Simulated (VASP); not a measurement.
Here is a VASP 6.6.1 calculation.

INCAR

```
SYSTEM = SiNi3
PREC     = Accurate       ! precision mode
ENCUT    = 520            ! plane-wave cutoff, eV
EDIFF    = 1E-6           ! SCF threshold, eV
ISMEAR   = -1             ! smearing method
SIGMA    = 0.05           ! smearing width, eV
LREAL    = .False.        ! projectors in reciprocal space
LASPH    = .True.         ! aspherical terms in the spheres
NELM     = 150            ! most SCF steps
ALGO     = Normal         ! electronic algorithm
ISIF     = 2              ! what is computed and relaxed
LWAVE    = .False.        ! write WAVECAR
LCHARG   = .False.        ! write CHGCAR
ISPIN    = 2              ! spin polarisation
MAGMOM   = 0 0 0 0        ! initial moments
LORBIT   = 11             ! projections on sites
NUPDOWN  = 0.0            ! fixed moment
LMAXMIX  = 4              ! l up to which the mixer works
GGA      = PE             ! functional
NBANDS   = 29             ! bands
```

File KPOINTS:

```
Automatic mesh
0
Gamma
  6 6 6
  0 0 0
```

File POSCAR:

```
SiNi3
1.0
    3.5420000000      0.0000000000      0.0000000000
    0.0000000000      3.5420000000      0.0000000000
    0.0000000000      0.0000000000      3.5420000000
Ni Si
3 1
Direct
    0.5000000000      0.5000000000      0.0000000000
    0.5000000000      0.0000000000      0.5000000000
    0.0000000000      0.5000000000      0.5000000000
    0.0000000000      0.0000000000      0.0000000000
```

Potentials or basis: VASP PAW PBE potentials, release 64 (Ni, Si).

Command:

```console
$ cat potpaw_PBE.64/Ni/POTCAR potpaw_PBE.64/Si/POTCAR > POTCAR
$ mpirun -np 1 vasp_std > vasp.out
```

Q: Predict the pressure.

A: -5.9 GPa.

Caveat: the cell stands under tension; the total moment is fixed, so each spin has its own Fermi level.
